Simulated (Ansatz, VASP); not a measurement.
## WS2: VASP beside Ansatz

```xyz
6
Lattice="3.1595 0.0000 0.0000 -1.5798 2.7362 0.0000 0.0000 0.0000 23.8043" Properties=species:S:1:pos:R:3 pbc="T T T"
S     0.0000    1.8242    4.5000
S     0.0000    1.8242    7.6521
S    -0.7899    3.1923   10.9421
S    -0.7899    3.1923   14.0943
W     1.5798    0.9121    6.0761
W    -2.3697    4.1044   12.5182
```

Alike in both runs: task single point; functional PBE; dispersion D3(BJ); k mesh 9 × 9 × 1; occupations gaussian, width 0.05 eV; no spin polarisation.

|  | VASP | Ansatz |
| --- | --- | --- |
| version | VASP 6.6.1 | Ansatz 0.2.0 |
| potentials or method | VASP PAW PBE potentials, release 64 (S, W_sv), cutoff 520 eV | scalar-relativistic, plane waves, PAW |
| valence electrons in the cell | 52 | 52 |

|  | VASP | Ansatz | Ansatz less VASP |
| --- | --- | --- | --- |
| gap on the k mesh at the Fermi level (eV) | 1.67 | 1.66 | -0.010 |
| least direct gap on the mesh (eV) | 1.90 | 1.90 | -0.003 |
| rms of the force components (eV/Å) | 0.019 | 0.019 | 0.0000 |

Neither program's run includes spin-orbit coupling.
